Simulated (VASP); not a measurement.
Wanted: the native input for a VASP 6.6.1 run.

```yaml
Task: single point
Functional: PBEsol
Potentials_or_basis: VASP PAW PBE potentials, release 64 (Pd)
Cutoff: 520 eV
k_mesh: 20 × 20 × 20
Occupations: gaussian, width 0.15 eV
Spin: no spin polarisation
Dipole_correction: no
Further_INCAR_settings: ALGO = Normal; EDIFF = 1e-06; NBANDS = 11
```

The structure of Pd lies in POSCAR:

```
Pd
1.0
    0.0000000000      1.9449000000      1.8282060000
    1.9449000000      0.0000000000      1.8282060000
    1.9449000000      1.9449000000      0.0000000000
Pd
1
Direct
    0.0000000000      0.0000000000      0.0000000000
```

This cell differs from its parent crystal: strain -0.0600 x Voigt [0, 0, 1, 0, 0, 0].

The input as run:

INCAR

```
PREC = Accurate
ENCUT = 520
EDIFF = 1E-6
ISMEAR = 0
SIGMA = 0.15
LREAL = F
LASPH = T
NELM = 100
ALGO = Normal
ISIF = 2
LWAVE = F
LCHARG = F
GGA = PS
NBANDS = 11
```

KPOINTS

```
regular mesh
0
Gamma
  20 20 20
```

Potentials or basis: VASP PAW PBE potentials, release 64 (Pd).

The run is started by

```sh
$ cat potpaw_PBE.64/Pd/POTCAR > POTCAR
$ mpirun -np 1 vasp_std > vasp.out
```

Results of the run:

* Pressure: 11.8 GPa
* Band gap on the k mesh: zero (bands 5 and 6 overlap by 1.99 eV)

Caveat: the cell differs from its parent crystal (strain -0.0600 x Voigt [0, 0, 1, 0, 0, 0]); the cell stands under pressure; the PAW data sets were made with another functional, which shifts forces and pressure a little.

Wall time 82 s on 1 thread of Intel Xeon 8259CL, with other jobs on the host, peak memory 0.21 GiB.
